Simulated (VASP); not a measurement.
# Cs2HPb2Br6 (a cell with a defect) in VASP: notebook

Runs on Cs2HPb2Br6 (a cell with a defect). Level: PBEsol. Tasks: single point.

Program: VASP 6.6.1. These are calculated values, not measurements. Logs are shortened: lines on timing, memory, paths and dates and some standing lists are left out, and cuts for length are marked.

### 1 The cell of the first run

The cell holds a defect, 11 atoms: a = 11.763 Å, b = 5.882 Å, c = 5.882 Å, α = 90.00°, β = 90.00°, γ = 90.00°.

### 2 Single point, PBEsol

INCAR reads:

```
SYSTEM = Cs2HPb2Br6
PREC = Accurate ; ENCUT = 520
EDIFF = 1E-6 ; ISMEAR = -1
SIGMA = 0.05 ; LREAL = .False.
LASPH = .True. ; NELM = 80
ALGO = Normal ; ISIF = 2
LWAVE = .False. ; LCHARG = .True.
GGA = PS ; LELF = .True.
LVHAR = .True. ; NBANDS = 56
NELECT = 90.0
```

KPOINTS reads:

```
Automatic mesh
0
Gamma
  1 1 2
  0 0 0
```

POSCAR reads:

```
Cs2HPb2Br6
1.0
   11.7633300000      0.0000000000      0.0000000000
    0.0000000000      5.8816650000      0.0000000000
    0.0000000000      0.0000000000      5.8816650000
Cs Pb Br H
2 2 6 1
Direct
    0.9762900000      0.9686440000      0.0257030000
    0.5041510000      0.0262860000      0.9961330000
    0.2645530000      0.5115530000      0.5040340000
    0.7450660000      0.5152500000      0.5027680000
    0.2444320000      0.5042460000      0.0223480000
    0.7621680000      0.4969560000      0.9923620000
    0.0003110000      0.4739130000      0.5228890000
    0.4931740000      0.4835110000      0.5239040000
    0.2671960000      0.0107490000      0.4891210000
    0.7494310000      0.9782860000      0.5117110000
    0.3827150000      0.2873150000      0.2697530000
```

Potentials or basis: VASP PAW PBE potentials, release 64 (Cs_sv, Pb_d, Br, H).

On the command line:

```bash
$ cat potpaw_PBE.64/Cs_sv/POTCAR potpaw_PBE.64/Pb_d/POTCAR potpaw_PBE.64/Br/POTCAR potpaw_PBE.64/H/POTCAR > POTCAR
$ mpirun -np 1 vasp_std > vasp.out
```

OUTCAR:

```text
SYSTEM = Cs2HPb2Br6
   PREC = Accurate
   ENCUT = 520
   EDIFF = 1E-6
   ISMEAR = -1
   LREAL = .False.
   LASPH = .True.
   NELM = 80
   ISIF = 2
   GGA = PS
   NELECT = 90.0

 ion  position               nearest neighbor table
   1  0.976  0.969  0.026-
   2  0.504  0.026  0.996-
   3  0.265  0.512  0.504-  11 2.36   8 2.70   5 2.84   9 2.94   9 2.95   5 3.06   7 3.12
   4  0.745  0.515  0.503-  10 2.72   6 2.89   8 2.97   6 3.01   7 3.01  10 3.16
   5  0.244  0.504  0.022-   3 2.84   3 3.06
   6  0.762  0.497  0.992-   4 2.89   4 3.01
   7  0.000  0.474  0.523-   4 3.01   3 3.12
   8  0.493  0.484  0.524-   3 2.70   4 2.97
   9  0.267  0.011  0.489-   3 2.94   3 2.95
  10  0.749  0.978  0.512-   4 2.72   4 3.16
  11  0.383  0.287  0.270-   3 2.36

  LATTYP: Found a simple tetragonal cell.
 ALAT       =     5.8816650000
 C/A-ratio  =     2.0000000000

  Lattice vectors:

 A1 = (   0.0000000000,   5.8816650000,   0.0000000000)
 A2 = (   0.0000000000,   0.0000000000,   5.8816650000)
 A3 = (  11.7633300000,   0.0000000000,   0.0000000000)

Analysis of symmetry for initial positions (statically):
=====================================================================
 Subroutine PRICEL returns:
 Original cell was already a primitive cell.

 Routine SETGRP: Setting up the symmetry group for a
 simple tetragonal supercell.

 Subroutine GETGRP returns: Found  1 space group operations
 (whereof  1 operations were pure point group operations)
 out of a pool of 16 trial point group operations.

The static configuration has the point symmetry C_1 .

Analysis of symmetry for dynamics (positions and initial velocities):
=====================================================================
 Subroutine PRICEL returns:
 Original cell was already a primitive cell.

 Routine SETGRP: Setting up the symmetry group for a
 simple tetragonal supercell.

 Subroutine GETGRP returns: Found  1 space group operations
 (whereof  1 operations were pure point group operations)
 out of a pool of 16 trial point group operations.

The dynamic configuration has the point symmetry C_1 .

 Subroutine INISYM returns: Found  1 space group operations
 (whereof  1 operations are pure point group operations),
 and found     1 'primitive' translations

----------------------------------------------------------------------------------------

                                     Primitive cell

  volume of cell :     406.9404

  direct lattice vectors                    reciprocal lattice vectors
    11.763330000  0.000000000  0.000000000     0.085009942  0.000000000  0.000000000
     0.000000000  5.881665000  0.000000000     0.000000000  0.170019884  0.000000000
     0.000000000  0.000000000  5.881665000     0.000000000  0.000000000  0.170019884

  length of vectors
    11.763330000  5.881665000  5.881665000     0.085009942  0.170019884  0.170019884

  position of ions in fractional coordinates (direct lattice)
     0.976290000  0.968644000  0.025703000
     0.504151000  0.026286000  0.996133000
     0.264553000  0.511553000  0.504034000
     0.745066000  0.515250000  0.502768000
     0.244432000  0.504246000  0.022348000
     0.762168000  0.496956000  0.992362000
     0.000311000  0.473913000  0.522889000
     0.493174000  0.483511000  0.523904000
     0.267196000  0.010749000  0.489121000
     0.749431000  0.978286000  0.511711000
     0.382715000  0.287315000  0.269753000

  ion indices of the primitive-cell ions
   primitive index   ion index
                 1           1
                 2           2
                 3           3
                 4           4
                 5           5
                 6           6
                 7           7
                 8           8
                 9           9
                10          10
                11          11

----------------------------------------------------------------------------------------

 KPOINTS: Automatic mesh

Automatic generation of k-mesh.
 Grid dimensions read from file:
 generate k-points for:    1    1    2

 Generating k-lattice:

  Cartesian coordinates                     Fractional coordinates (reciprocal lattice)
     0.085009942  0.000000000  0.000000000     1.000000000  0.000000000  0.000000000
     0.000000000  0.170019884  0.000000000     0.000000000  1.000000000  0.000000000
     0.000000000  0.000000000  0.085009942     0.000000000  0.000000000  0.500000000

  Length of vectors
     0.085009942  0.170019884  0.085009942

  Shift w.r.t. Gamma in fractional coordinates (k-lattice)
     0.000000000  0.000000000  0.000000000

 WARNING: IBZKPT: internal override: KBLOWUP is changed to .FALSE.
      ... skipping the blow-up phase ...

 Subroutine IBZKPT returns following result:
 ===========================================

 Found      2 irreducible k-points:

 Following reciprocal coordinates:
            Coordinates               Weight
  0.000000  0.000000  0.000000      1.000000
  0.000000  0.000000  0.500000      1.000000
   k-points           NKPTS =      2   k-points in BZ     NKDIM =      2   number of bands    NBANDS=     56
   number of dos      NEDOS =    301   number of ions     NIONS =     11
   total plane-waves  NPLWV = 207360
   dimension x,y,z NGX =    90 NGY =   48 NGZ =   48
   dimension x,y,z NGXF=   180 NGYF=   96 NGZF=   96
   ions per type =               2   2   6   1
   NGX,Y,Z   is equivalent  to a cutoff of  12.72, 13.57, 13.57 a.u.
   NGXF,Y,Z  is equivalent  to a cutoff of  25.44, 27.13, 27.13 a.u.
 SYSTEM =  Cs2HPb2Br6
   PREC   = accura    normal or accurate (medium, high low for compatibility)
   ISTART =      0    job   : 0-new  1-cont  2-samecut
   ICHARG =      2    charge: 1-file 2-atom 10-const
   ISPIN  =      1    spin polarized calculation?
   LNONCOLLINEAR =      F non collinear calculations
   LSORBIT =      F    spin-orbit coupling
   LASPH  =      T    aspherical Exc in radial PAW
   ENCUT  =  520.0 eV  38.22 Ry    6.18 a.u.  21.87 10.94 10.94*2*pi/ulx,y,z
   NELM   =     80;   NELMIN=  2; NELMDL= -5     # of ELM steps
   EDIFF  = 0.1E-05   stopping-criterion for ELM
   LREAL  =      F    real-space projection
   EDIFFG = 0.1E-04   stopping-criterion for IOM
   NSW    =      0    number of steps for IOM
   IBRION =     -1    ionic relax: 0-MD 1-quasi-New 2-CG
   NFREE  =      0    steps in history (QN), initial steepest desc. (CG)
   ISIF   =      2    stress and relaxation
   ISYM   =      2    0-nonsym 1-usesym 2-fastsym
   POTIM  = 0.5000    time-step for ionic-motion
   TEBEG  =    0.0;   TEEND  =   0.0 temperature during run
   PSTRESS=    0.0 pullay stress
   NELECT =      90.0000    total number of electrons
   NUPDOWN=      -1.0000    fix difference up-down
   EMIN   =  10.00;   EMAX   =-10.00  energy-range for DOS
   EFERMI =   0.00;   METHOD = LEGACY
   ISMEAR =    -1;   SIGMA  =   0.05  broadening in eV -4-tet -1-fermi 0-gaus
   EFERMI_NEDOS =   21; number of points for ismear=-14 and -15
   IALGO  =     38    algorithm
   IMIX   =      4    mixing-type and parameters
     AMIX     =   0.40;   BMIX     =  1.00
     AMIX_MAG =   1.60;   BMIX_MAG =  1.00
  volume/ion in A,a.u.               =      36.99       249.65
  Fermi-wavevector in a.u.,A,eV,Ry     =   0.990023  1.870873 13.335696  0.980146
  Thomas-Fermi vector in A             =   2.121664
   LORBIT       =      0    0 simple, 1 ext, 2 COOP (PROOUT), +10 PAW based schemes
   GGA     = PS    functional components
   LHFCALC =     F    Hartree Fock is set to
   AEXX    =    0.0000 exact exchange contribution
   IVDW    =     0    specifies the selected vdW correction
   LEPSILON=     F    determine dielectric tensor
   LRPA    =     F    only Hartree local field effects (RPA)
 non-spin polarized calculation
  energy-cutoff  :      520.00
  volume of cell :      406.94
 maximum number of plane-waves:     10950
 NGX is ok and might be reduce to    90
   NGX = 43   NGY = 21   NGZ = 21

 number of electron      90.0000006 magnetization

 Free energy of the ion-electron system (eV)
  ---------------------------------------------------
  ext. energy  EPLUGINS =         0.00000000
  ---------------------------------------------------
  free energy    TOTEN  =       -33.50014993 eV

  energy without entropy =      -33.49655917  energy(sigma->0) =      -33.49835455

 E-fermi :   2.9825     XC(G=0):  -7.9266

 val. band max:        2.6989083624   @ k =   0.0000   0.0000   0.5000
 cond. band min:       3.2424429446   @ k =   0.0000   0.0000   0.5000
 fundamental gap:      0.5435345822
 Fermi energy:         2.9825100564

 k-point     1 :       0.0000    0.0000    0.0000
  band No.  band energies     occupation
      1     -20.6366      2.00000
      2     -20.2103      2.00000
      3     -15.7969      2.00000
      4     -15.6251      2.00000
      5     -15.5472      2.00000
      6     -15.4942      2.00000
[... 48 lines left out ...]
     55       6.1808      0.00000
     56       6.3643      0.00000

 k-point     2 :       0.0000    0.0000    0.5000
  band No.  band energies     occupation
      1     -20.6356      2.00000
      2     -20.2091      2.00000
      3     -15.7837      2.00000
      4     -15.5748      2.00000
      5     -15.5462      2.00000
      6     -15.4958      2.00000
[... 48 lines left out ...]
     55       6.3844      0.00000
     56       6.4976      0.00000

------------------------ aborting loop because EDIFF is reached ----------------------------------------

  FORCE on cell =-STRESS in cart. coord.  units (eV):
  Direction    XX          YY          ZZ          XY          YZ          ZX
  --------------------------------------------------------------------------------------
  -------------------------------------------------------------------------------------
  Total       13.0026152     -3.5418073     12.4007011      2.0030005     -1.4729467      2.4002437
  in kB       51.1929837    -13.9445549     48.8231697      7.8860730     -5.7991823      9.4500711
  external PRESSURE =      28.6905328 kB  Pullay stress =       0.0000000 kB

 VOLUME and BASIS-vectors are now :
 -----------------------------------------------------------------------------
  energy-cutoff  :      520.00
  volume of cell :      406.94
      direct lattice vectors                 reciprocal lattice vectors
    11.763330000  0.000000000  0.000000000     0.085009942  0.000000000  0.000000000
     0.000000000  5.881665000  0.000000000     0.000000000  0.170019884  0.000000000
     0.000000000  0.000000000  5.881665000     0.000000000  0.000000000  0.170019884

 POSITION                                       TOTAL-FORCE (eV/Angst)
 -----------------------------------------------------------------------------------
     11.48442      5.69724      0.15118         0.167779      0.000951     -0.018449
      5.93049      0.15461      5.85892        -0.180463     -0.035398     -0.105597
      3.11202      3.00878      2.96456        -0.710601     -0.627411     -0.374445
      8.76446      3.03053      2.95711         0.061951     -1.112522      0.158440
      2.87533      2.96581      0.13144        -0.638998      0.331538     -0.909796
      8.96563      2.92293      5.83674         0.197373     -0.020936      0.195834
      0.00366      2.78740      3.07546        -0.326714     -0.007699      0.022643
      5.80137      2.84385      3.08143         2.211513      0.263233      0.767730
      3.14311      0.06322      2.87685        -0.746014     -0.340469      0.841977
      8.81580      5.75395      3.00971        -0.079389      1.207330     -0.212001
      4.50200      1.68989      1.58660         0.043562      0.341385     -0.366335
 -----------------------------------------------------------------------------------
    total drift:                               -0.000755     -0.000110     -0.000092

  FREE ENERGIE OF THE ION-ELECTRON SYSTEM (eV)
  ---------------------------------------------------
  free  energy   TOTEN  =       -33.5001499349 eV

  energy  without entropy=      -33.4965591655  energy(sigma->0) =      -33.49835455
```

It took 83 s on 1 thread of Oxide Virtual Turin-like, shared host; peak memory 0.46 GiB.

What came out:

| Quantity | Value |
| --- | --- |
| Free energy | -33.5001 eV |
| Largest force | 2.356 eV/Å |

Forces on the atoms (eV/Å):
```
Cs   0.168  0.001 -0.018
Cs  -0.180 -0.035 -0.106
Pb  -0.711 -0.627 -0.374
Pb   0.062 -1.113  0.158
Br  -0.639  0.332 -0.910
Br   0.197 -0.021  0.196
Br  -0.327 -0.008  0.023
Br   2.212  0.263  0.768
Br  -0.746 -0.340  0.842
Br  -0.079  1.207 -0.212
H    0.044  0.341 -0.366
```

Levels at points of the mesh, in eV from the Fermi level:
```
           k point  band 42  band 43  band 44  band 45  band 46  band 47  band 48  band 49
(0.00, 0.00, 0.00)    -3.52    -3.35    -2.93    -0.31     0.85     1.15     1.94     2.07
(0.00, 0.00, 0.50)    -3.15    -3.07    -2.14    -0.28     0.26     0.67     1.28     2.34
```

Caveat: the k points lie up to 1.07 Å⁻¹ apart, too coarse for converged energies, forces and pressures; the cell carries a net charge on a neutralising background, which shifts energy and pressure; the cell is charged against a uniform background, so pressure and absolute levels hang on convention; the PAW data sets were made with another functional, which shifts forces and pressure a little; spin-orbit coupling is left out, which moves the levels of the heavy elements.

### 3 Single point, PBEsol

INCAR reads:

```
ALGO = Normal
EDIFF = 1E-6
ENCUT = 520
GGA = PS
ISIF = 2
ISMEAR = -1
LASPH = T
LCHARG = T
LELF = T
LREAL = F
LVHAR = T
LWAVE = F
NBANDS = 56
NELM = 60
PREC = Accurate
SIGMA = 0.05
```

KPOINTS reads:

```
k-points
0
Gamma
  2 2 1
```

POSCAR is that of step 2.

Potentials or basis: VASP PAW PBE potentials, release 64 (Cs_sv, Pb_d, Br, H).

On the command line:

```bash
$ cat potpaw_PBE.64/Cs_sv/POTCAR potpaw_PBE.64/Pb_d/POTCAR potpaw_PBE.64/Br/POTCAR potpaw_PBE.64/H/POTCAR > POTCAR
$ mpirun -np 1 vasp_std > vasp.out
```

Wall time 2.5 min (1 thread of Oxide Virtual Turin-like, shared host); peak memory 0.5 GiB.

Results (log left out):

- Free energy: -36.2853 eV
- Pressure: -0.4 GPa
- Largest force: 1.895 eV/Å
- Band gap on the k mesh: zero (an odd number of electrons rules out a gap without spin polarisation)

Forces on the atoms (eV/Å):
```
Cs   0.078  0.037 -0.007
Cs  -0.038 -0.120 -0.140
Pb  -1.850 -0.032  0.411
Pb   0.916 -0.573 -0.199
Br   0.269  0.355 -0.508
Br  -0.600  0.083  0.288
Br  -0.256  0.051 -0.055
Br   1.226  0.031  0.194
Br   0.207 -0.132 -0.047
Br   0.044  0.460  0.014
H    0.003 -0.158  0.049
```

Stress tensor (GPa, compression positive):
```
 0.97 -0.02  0.12
-0.02  2.22  0.04
 0.12  0.04 -4.42
```

Levels at points of the mesh, in eV from the Fermi level:
| k point | band 41 | band 42 | band 43 | band 44 | band 45 | band 46 | band 47 | band 48 |
| --- | --- | --- | --- | --- | --- | --- | --- | --- |
| (0.00, 0.00, 0.00) | -2.62 | -2.45 | -2.41 | -1.97 | -0.05 | 1.85 | 2.39 | 3.27 |
| (0.50, 0.00, 0.00) | -2.67 | -2.48 | -2.44 | -2.42 | -0.02 | 2.71 | 2.95 | 3.13 |
| (0.00, 0.50, 0.00) | -2.49 | -2.25 | -2.09 | -1.39 | 0.03 | 1.36 | 1.59 | 2.03 |
| (0.50, 0.50, 0.00) | -2.50 | -2.36 | -2.07 | -1.77 | 0.04 | 1.57 | 1.91 | 2.70 |

Caveat: the k points lie up to 1.07 Å⁻¹ apart, too coarse for converged energies and pressures of a metal; the PAW data sets were made with another functional, which shifts forces and pressure a little; spin-orbit coupling is left out, which moves the levels of the heavy elements; an odd number of electrons without spin polarisation forces a metal; a magnetic or distorted state may lie lower.

### 4 Single point, PBEsol

INCAR reads:

```
SYSTEM = Cs2HPb2Br6
PREC = Accurate
ENCUT = 520
EDIFF = 1E-6
ISMEAR = -1
SIGMA = 0.05
LREAL = .FALSE.
LASPH = .TRUE.
NELM = 80
ALGO = Normal
ISIF = 2
LWAVE = .FALSE.
LCHARG = .FALSE.
GGA = PS
NELECT = 90.0
NBANDS = 56
```

KPOINTS reads:

```
Automatic mesh
0
Gamma
  2 2 2
  0.5 0.5 0.5
```

POSCAR is that of step 3.

On the command line:

```bash
$ cat potpaw_PBE.64/Cs_sv/POTCAR potpaw_PBE.64/Pb_d/POTCAR potpaw_PBE.64/Br/POTCAR potpaw_PBE.64/H/POTCAR > POTCAR
$ mpirun -np 1 vasp_std > vasp.out
```

It took 2.7 min on 1 thread of Oxide Virtual Turin-like, shared host; peak memory 0.5 GiB.

It converged, with:

- Free energy: -32.0479 eV
- Largest force: 2.617 eV/Å

Forces in eV/Å, atoms in the order of the input:
```
Cs   0.295  0.011 -0.015
Cs  -0.256 -0.019 -0.030
Pb  -0.855 -0.497 -0.355
Pb  -0.103 -0.797  0.112
Br  -0.674  0.553 -0.881
Br  -0.032 -0.020  0.258
Br  -0.221  0.028 -0.046
Br   2.473  0.486  0.704
Br  -0.501 -0.703  0.488
Br   0.063  0.872 -0.089
H   -0.190  0.087 -0.147
```

Levels at points of the mesh, in eV from the Fermi level:
| k point | band 43 | band 44 | band 45 | band 46 | band 47 | band 48 |
| --- | --- | --- | --- | --- | --- | --- |
| (0.25, 0.25, 0.25) | -3.64 | -3.43 | -0.39 | 0.42 | 0.87 | 1.05 |

Caveat: the cell carries a net charge on a neutralising background, which shifts energy and pressure; the cell is charged against a uniform background, so pressure and absolute levels hang on convention; the PAW data sets were made with another functional, which shifts forces and pressure a little; spin-orbit coupling is left out, which moves the levels of the heavy elements.

The gap in the log of VASP goes by the Fermi energy; the results here count the filled bands.